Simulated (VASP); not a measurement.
**BeTe: single point with HSE06+D3(BJ)**

BeTe:

```xyz
2
Lattice="0.0000 2.8286 2.8286 2.8286 0.0000 2.8286 2.8286 2.8286 0.0000" Properties=species:S:1:pos:R:3 pbc="T T T"
Be    0.0000    0.0000    0.0000
Te    1.4143    1.4143    1.4143
```

```json
{"Program": "VASP 6.6.1", "Task": "single point", "Functional": "HSE06", "Dispersion": "D3(BJ)", "Potentials or basis": "VASP PAW PBE potentials, release 64 (Be, Te)", "Cutoff": "520 eV", "k mesh": "4 × 4 × 4", "Occupations": "gaussian, width 0.01 eV", "Spin": "no spin polarisation", "Dipole correction": "no", "Grid for exact exchange (PRECFOCK)": "Normal", "Further INCAR settings": "ALGO = Normal; EDIFF = 1e-06; NBANDS = 11", "Screening parameter": "0.2079 1/Å"}
```

```json
{
 "Pressure": "-3.5 GPa",
 "Band gap on the k mesh": "2.69 eV, indirect (least direct gap 4.49 eV)",
 "Dispersion energy per atom": "-0.408 eV"
}
```

Levels at points of the mesh, in eV from the valence-band top:
```tsv
k point	band 2	band 3	band 4	band 5	band 6	band 7
(0.00, 0.00, 0.00)	0.00	0.00	0.00	4.49	4.49	4.49
(0.50, 0.00, 0.00)	-6.00	-1.20	-1.20	3.81	5.49	5.49
(0.50, 0.50, 0.00)	-5.57	-2.82	-2.82	2.69	3.41	10.99
```

Run time: 120 s on 1 thread of Intel Xeon 6975P-C, on a shared host, peak memory 0.28 GiB.

Caveat: the k points lie up to 0.48 Å⁻¹ apart; the PAW data sets were made with another functional, which shifts forces and pressure a little; spin-orbit coupling is left out, which moves the levels of the heavy elements. A k mesh can miss the band edges.
